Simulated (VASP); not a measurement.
# TiO2 (P2_1/c) in VASP: single point with r2SCAN

Aim: the single point of TiO2 with r2SCAN.

Program: VASP 6.6.1. These are calculated values, not measurements. Logs are shortened: lines on timing, memory, paths and dates and some standing lists are left out, and cuts for length are marked.

## Step 1: The cell of the first run

Symmetry: P2_1/c, No. 14, monoclinic system. Conventional cell: a = 4.803 Å, b = 4.867 Å, c = 5.040 Å, α = 90.00°, β = 99.87°, γ = 90.00°. Within 2.5 Å of Ti (site symmetry 1) lie 7 O at 1.86 to 2.22 Å. O (site symmetry 1) has 4 Ti at 1.99 to 2.22 Å and 5 O at 2.41 to 2.58 Å within 2.6 Å. Within 2.5 Å of O (site symmetry 1) lie 3 Ti at 1.86 to 2.03 Å and 2 O at 2.41 to 2.43 Å.

## Step 2: Single point, r2SCAN

POSCAR reads:

```
TiO2
1.0
    4.8034638742      0.0000000000     -0.0184775790
    0.0000000000      4.8665845341      0.0000000000
   -0.8448343849      0.0000000000      4.9689819188
Ti O
4 8
Direct
    0.2770109266      0.4454957368      0.7145491956
    0.7229890734      0.9454957368      0.7854508044
    0.7229890734      0.5545042632      0.2854508044
    0.2770109266      0.0545042632      0.2145491956
    0.4463089557      0.7419958939      0.9634471535
    0.5536910443      0.2419958939      0.5365528465
    0.5536910443      0.2580041061      0.0365528465
    0.4463089557      0.7580041061      0.4634471535
    0.0635758105      0.3224640599      0.3521157703
    0.9364241895      0.8224640599      0.1478842297
    0.9364241895      0.6775359401      0.6478842297
    0.0635758105      0.1775359401      0.8521157703
```

INCAR.step1 reads:

```
SYSTEM = TiO2
ALGO     = Normal         ! electronic algorithm
EDIFF    = 1E-4           ! SCF threshold, eV
ENCUT    = 520            ! plane-wave cutoff, eV
GGA      = PE             ! functional
ISMEAR   = 0              ! smearing method
LASPH    = .TRUE.         ! aspherical terms in the spheres
LCHARG   = .FALSE.        ! write CHGCAR
LREAL    = .FALSE.        ! projectors in reciprocal space
LWAVE    = .TRUE.         ! write WAVECAR
NBANDS   = 60             ! bands
NELM     = 60             ! most SCF steps
PREC     = Accurate       ! precision mode
SIGMA    = 0.01           ! smearing width, eV
```

INCAR.step2 reads:

```
SYSTEM = TiO2
ALGO     = Normal         ! electronic algorithm
EDIFF    = 1E-7           ! SCF threshold, eV
ENCUT    = 520            ! plane-wave cutoff, eV
ISIF     = 2              ! what is computed and relaxed
ISMEAR   = 0              ! smearing method
ISTART   = 1            
LASPH    = .TRUE.         ! aspherical terms in the spheres
LCHARG   = .FALSE.        ! write CHGCAR
LMIXTAU  = .TRUE.       
LREAL    = .FALSE.        ! projectors in reciprocal space
LWAVE    = .FALSE.        ! write WAVECAR
METAGGA  = R2SCAN         ! meta-GGA
NBANDS   = 60             ! bands
NELM     = 60             ! most SCF steps
PREC     = Accurate       ! precision mode
SIGMA    = 0.01           ! smearing width, eV
```

KPOINTS reads:

```
k-points
0
G
  6 6 6
  0 0 0
```

Potentials or basis: VASP PAW PBE potentials, release 64 (Ti_sv, O).

Started as:

```sh
$ cat potpaw_PBE.64/Ti_sv/POTCAR potpaw_PBE.64/O/POTCAR > POTCAR
$ cp INCAR.step1 INCAR
$ mpirun -np 1 vasp_std > vasp.out
$ cp INCAR.step2 INCAR
$ mpirun -np 1 vasp_std > vasp.out
```

OUTCAR:

```text
SYSTEM = TiO2
   EDIFF = 1E-7
   ENCUT = 520
   ISIF = 2
   ISMEAR = 0
   ISTART = 1
   LASPH = .TRUE.
   LREAL = .FALSE.
   METAGGA = R2SCAN
   NELM = 60
   PREC = Accurate

 ion  position               nearest neighbor table
   1  0.277  0.445  0.715-  12 1.86  11 1.97   6 1.99   5 1.99   9 2.03   7 2.12   8 2.22
   2  0.723  0.945  0.785-  11 1.86  12 1.97   5 1.99   6 1.99  10 2.03   8 2.12   7 2.22
   3  0.723  0.555  0.285-  10 1.86   9 1.97   8 1.99   7 1.99  11 2.03   5 2.12   6 2.22
   4  0.277  0.055  0.215-   9 1.86  10 1.97   7 1.99   8 1.99  12 2.03   6 2.12   5 2.22
   5  0.446  0.742  0.963-   2 1.99   1 1.99   3 2.12   4 2.22
   6  0.554  0.242  0.537-   1 1.99   2 1.99   4 2.12   3 2.22
   7  0.554  0.258  0.037-   4 1.99   3 1.99   1 2.12   2 2.22
   8  0.446  0.758  0.463-   3 1.99   4 1.99   2 2.12   1 2.22
   9  0.064  0.322  0.352-   4 1.86   3 1.97   1 2.03
  10  0.936  0.822  0.148-   3 1.86   4 1.97   2 2.03
  11  0.936  0.678  0.648-   2 1.86   1 1.97   3 2.03
  12  0.064  0.178  0.852-   1 1.86   2 1.97   4 2.03

  LATTYP: Found a simple monoclinic cell.
 ALAT       =     4.8034994131
 B/A-ratio  =     1.0131331589
 C/A-ratio  =     1.0492954990
 COS(beta)  =    -0.1714072444

  Lattice vectors:

 A1 = (   4.8034638742,   0.0000000000,  -0.0184775790)
 A2 = (   0.0000000000,   4.8665845341,   0.0000000000)
 A3 = (  -0.8448343849,   0.0000000000,   4.9689819188)

Analysis of symmetry for initial positions (statically):
=====================================================================
 Subroutine PRICEL returns:
 Original cell was already a primitive cell.

 Routine SETGRP: Setting up the symmetry group for a
 simple monoclinic supercell.

 Subroutine GETGRP returns: Found  4 space group operations
 (whereof  2 operations were pure point group operations)
 out of a pool of  4 trial point group operations.

The static configuration has the point symmetry S_2 .
 The point group associated with its full space group is C_2h.

Analysis of symmetry for dynamics (positions and initial velocities):
=====================================================================
 Subroutine PRICEL returns:
 Original cell was already a primitive cell.

 Routine SETGRP: Setting up the symmetry group for a
 simple monoclinic supercell.

 Subroutine GETGRP returns: Found  4 space group operations
 (whereof  2 operations were pure point group operations)
 out of a pool of  4 trial point group operations.

The dynamic configuration has the point symmetry S_2 .
 The point group associated with its full space group is C_2h.

 Subroutine INISYM returns: Found  4 space group operations
 (whereof  2 operations are pure point group operations),
 and found     1 'primitive' translations

----------------------------------------------------------------------------------------

                                     Primitive cell

  volume of cell :     116.0813

  direct lattice vectors                    reciprocal lattice vectors
     4.803463874  0.000000000 -0.018477579     0.208319346  0.000000000  0.035418794
     0.000000000  4.866584534  0.000000000     0.000000000  0.205482920  0.000000000
    -0.844834385  0.000000000  4.968981919     0.000774653  0.000000000  0.201380176

  length of vectors
     4.803499413  4.866584534  5.040290314     0.211308876  0.205482920  0.201381666

  position of ions in fractional coordinates (direct lattice)
     0.277010927  0.445495737  0.714549196
     0.722989073  0.945495737  0.785450804
     0.722989073  0.554504263  0.285450804
     0.277010927  0.054504263  0.214549196
     0.446308956  0.741995894  0.963447153
     0.553691044  0.241995894  0.536552847
     0.553691044  0.258004106  0.036552847
     0.446308956  0.758004106  0.463447153
     0.063575810  0.322464060  0.352115770
     0.936424190  0.822464060  0.147884230
     0.936424190  0.677535940  0.647884230
     0.063575810  0.177535940  0.852115770

  ion indices of the primitive-cell ions
   primitive index   ion index
                 1           1
                 2           2
                 3           3
                 4           4
                 5           5
                 6           6
                 7           7
                 8           8
                 9           9
                10          10
                11          11
                12          12

----------------------------------------------------------------------------------------

 KPOINTS: k-points

Automatic generation of k-mesh.
 Grid dimensions read from file:
 generate k-points for:    6    6    6

 Generating k-lattice:

  Cartesian coordinates                     Fractional coordinates (reciprocal lattice)
     0.034719891  0.000000000  0.005903132     0.166666667  0.000000000  0.000000000
     0.000000000  0.034247153  0.000000000     0.000000000  0.166666667  0.000000000
     0.000129109  0.000000000  0.033563363     0.000000000  0.000000000  0.166666667

  Length of vectors
     0.035218146  0.034247153  0.033563611

  Shift w.r.t. Gamma in fractional coordinates (k-lattice)
     0.000000000  0.000000000  0.000000000

 Subroutine IBZKPT returns following result:
 ===========================================

 Found     80 irreducible k-points:

 Following reciprocal coordinates:
            Coordinates               Weight
  0.000000  0.000000  0.000000      1.000000
  0.166667  0.000000 -0.000000      2.000000
  0.333333  0.000000 -0.000000      2.000000
  0.500000  0.000000 -0.000000      1.000000
  0.000000  0.166667  0.000000      2.000000
  0.166667  0.166667 -0.000000      4.000000
[... 16 lines left out ...]
 -0.000000  0.166667  0.166667      4.000000
  0.166667  0.166667  0.166667      4.000000
 [... further k-points ...]
   k-points           NKPTS =     80   k-points in BZ     NKDIM =     80   number of bands    NBANDS=     60
   number of dos      NEDOS =    301   number of ions     NIONS =     12
   total plane-waves  NPLWV =  51840
   dimension x,y,z NGX =    36 NGY =   36 NGZ =   40
   dimension x,y,z NGXF=    72 NGYF=   72 NGZF=   80
   ions per type =               4   8
   NGX,Y,Z   is equivalent  to a cutoff of  12.46, 12.30, 13.19 a.u.
   NGXF,Y,Z  is equivalent  to a cutoff of  24.92, 24.60, 26.39 a.u.
 SYSTEM =  TiO2
   PREC   = accura    normal or accurate (medium, high low for compatibility)
   ISTART =      1    job   : 0-new  1-cont  2-samecut
   ICHARG =      0    charge: 1-file 2-atom 10-const
   ISPIN  =      1    spin polarized calculation?
   LNONCOLLINEAR =      F non collinear calculations
   LSORBIT =      F    spin-orbit coupling
   LASPH  =      T    aspherical Exc in radial PAW
   ENCUT  =  520.0 eV  38.22 Ry    6.18 a.u.   8.93  9.05  9.37*2*pi/ulx,y,z
   NELM   =     60;   NELMIN=  2; NELMDL=  0     # of ELM steps
   EDIFF  = 0.1E-06   stopping-criterion for ELM
   LREAL  =      F    real-space projection
   EDIFFG = 0.1E-05   stopping-criterion for IOM
   NSW    =      0    number of steps for IOM
   IBRION =     -1    ionic relax: 0-MD 1-quasi-New 2-CG
   NFREE  =      0    steps in history (QN), initial steepest desc. (CG)
   ISIF   =      2    stress and relaxation
   ISYM   =      2    0-nonsym 1-usesym 2-fastsym
   POTIM  = 0.5000    time-step for ionic-motion
   TEBEG  =    0.0;   TEEND  =   0.0 temperature during run
   PSTRESS=    0.0 pullay stress
   NELECT =      96.0000    total number of electrons
   NUPDOWN=      -1.0000    fix difference up-down
   EMIN   =  10.00;   EMAX   =-10.00  energy-range for DOS
   EFERMI =   0.00;   METHOD = LEGACY
   ISMEAR =     0;   SIGMA  =   0.01  broadening in eV -4-tet -1-fermi 0-gaus
   EFERMI_NEDOS =   21; number of points for ismear=-14 and -15
   IALGO  =     38    algorithm
   IMIX   =      4    mixing-type and parameters
     AMIX     =   0.40;   BMIX     =  1.00
     AMIX_MAG =   1.60;   BMIX_MAG =  1.00
  volume/ion in A,a.u.               =       9.67        65.28
  Fermi-wavevector in a.u.,A,eV,Ry     =   1.536660  2.903867 32.127777  2.361325
  Thomas-Fermi vector in A             =   2.643278
   LORBIT       =      0    0 simple, 1 ext, 2 COOP (PROOUT), +10 PAW based schemes
   METAGGA = R2SCAN    functional components
   LHFCALC =     F    Hartree Fock is set to
   AEXX    =    0.0000 exact exchange contribution
   IVDW    =     0    specifies the selected vdW correction
   LEPSILON=     F    determine dielectric tensor
   LRPA    =     F    only Hartree local field effects (RPA)
 non-spin polarized calculation
 Gauss-broadening in eV      SIGMA  =   0.01
  energy-cutoff  :      520.00
  volume of cell :      116.08
 maximum number of plane-waves:      3160
   NGX = 17   NGY = 19   NGZ = 19

 number of electron      95.9999994 magnetization

 Free energy of the ion-electron system (eV)
  ---------------------------------------------------
  ext. energy  EPLUGINS =         0.00000000
  ---------------------------------------------------
  free energy    TOTEN  =      -139.21083606 eV

  energy without entropy =     -139.21083606  energy(sigma->0) =     -139.21083606

 E-fermi :   5.4368     XC(G=0): -12.6498

 val. band max:        5.3859976745   @ k =   0.0000   0.0000   0.0000
 cond. band min:       8.1048663766   @ k =   0.5000   0.0000  -0.0000
 fundamental gap:      2.7188687021
 Fermi energy:         5.4367957334

 k-point     1 :       0.0000    0.0000    0.0000
  band No.  band energies     occupation
      1     -53.4821      2.00000
      2     -53.4452      2.00000
      3     -53.4430      2.00000
      4     -53.4420      2.00000
      5     -28.8722      2.00000
      6     -28.8506      2.00000
[... 52 lines left out ...]
     59      10.4083      0.00000
     60      10.4125      0.00000

 k-point     2 :       0.1667    0.0000   -0.0000
  band No.  band energies     occupation
      1     -53.4799      2.00000
      2     -53.4474      2.00000
      3     -53.4450      2.00000
      4     -53.4399      2.00000
      5     -28.8556      2.00000
      6     -28.8487      2.00000
[... 52 lines left out ...]
     59      10.2703      0.00000
     60      10.3540      0.00000

 k-point     3 :       0.3333    0.0000   -0.0000
  band No.  band energies     occupation
      1     -53.4741      2.00000
      2     -53.4533      2.00000
      3     -53.4468      2.00000
      4     -53.4381      2.00000
      5     -28.8439      2.00000
      6     -28.8109      2.00000
[... 1312 lines left out ...]
     59      10.2491      0.00000
     60      10.3968      0.00000

 k-point    24 :       0.1667    0.1667    0.1667
  band No.  band energies     occupation
      1     -53.4742      2.00000
      2     -53.4516      2.00000
      3     -53.4468      2.00000
      4     -53.4396      2.00000
      5     -28.8289      2.00000
      6     -28.8171      2.00000
[... 52 lines left out ...]
     59      10.2497      0.00000
     60      10.4000      0.00000

 [... further k-points ...]

------------------------ aborting loop because EDIFF is reached ----------------------------------------

  FORCE on cell =-STRESS in cart. coord.  units (eV):
  Direction    XX          YY          ZZ          XY          YZ          ZX
  --------------------------------------------------------------------------------------
  -------------------------------------------------------------------------------------
  Total        1.2017989      1.1464288      1.0061701      0.0000000      0.0000000     -0.0140612
  in kB       16.5874756     15.8232461     13.8873672      0.0000000      0.0000000     -0.1940754
  external PRESSURE =      15.4326963 kB  Pullay stress =       0.0000000 kB

 VOLUME and BASIS-vectors are now :
 -----------------------------------------------------------------------------
  energy-cutoff  :      520.00
  volume of cell :      116.08
      direct lattice vectors                 reciprocal lattice vectors
     4.803463874  0.000000000 -0.018477579     0.208319346  0.000000000  0.035418794
     0.000000000  4.866584534  0.000000000     0.000000000  0.205482920  0.000000000
    -0.844834385  0.000000000  4.968981919     0.000774653  0.000000000  0.201380176

 POSITION                                       TOTAL-FORCE (eV/Angst)
 -----------------------------------------------------------------------------------
      0.72694      2.16804      3.54546         0.034019      0.089412     -0.044371
      2.80928      4.60133      3.88953        -0.034019      0.089412      0.044371
      3.23169      2.69854      1.40504        -0.034019     -0.089412      0.044371
      1.14935      0.26525      1.06097         0.034019     -0.089412     -0.044371
      1.32988      3.61099      4.77910        -0.050733      0.016175      0.042519
      2.20634      1.17769      2.65589         0.050733      0.016175     -0.042519
      2.62875      1.25560      0.17140         0.050733     -0.016175     -0.042519
      1.75229      3.68889      2.29461        -0.050733     -0.016175      0.042519
      0.00790      1.56930      1.74848        -0.042573      0.038920      0.017108
      4.37314      4.00259      0.71753         0.042573      0.038920     -0.017108
      3.95072      3.29729      3.20202         0.042573     -0.038920     -0.017108
     -0.41451      0.86399      4.23297        -0.042573     -0.038920      0.017108
 -----------------------------------------------------------------------------------
    total drift:                                0.000000      0.000000     -0.000000

  FREE ENERGIE OF THE ION-ELECTRON SYSTEM (eV)
  ---------------------------------------------------
  free  energy   TOTEN  =      -139.2108360609 eV

  energy  without entropy=     -139.2108360609  energy(sigma->0) =     -139.21083606
```

It took 43 min on 1 thread of Intel Xeon Platinum 8259CL at 2.50GHz (Skylake/Cascade Lake), shared host; peak memory 0.5 GiB.

Results:

| Quantity | Value |
| --- | --- |
| Free energy | -139.2108 eV |
| Pressure | 1.5 GPa |
| Largest force | 0.105 eV/Å |
| Band gap on the k mesh | 2.72 eV, indirect (least direct gap 2.81 eV) |

Forces in eV/Å, atoms in the order of the input:
```
Ti   0.034  0.089 -0.044
Ti  -0.034  0.089  0.044
Ti  -0.034 -0.089  0.044
Ti   0.034 -0.089 -0.044
O   -0.051  0.016  0.043
O    0.051  0.016 -0.043
O    0.051 -0.016 -0.043
O   -0.051 -0.016  0.043
O   -0.043  0.039  0.017
O    0.043  0.039 -0.017
O    0.043 -0.039 -0.017
O   -0.043 -0.039  0.017
```

Stress tensor (GPa, compression positive):
```
 1.66  0.00 -0.02
 0.00  1.58  0.00
-0.02  0.00  1.39
```

Caveat: the PAW data sets were made with another functional, which shifts forces and pressure a little.
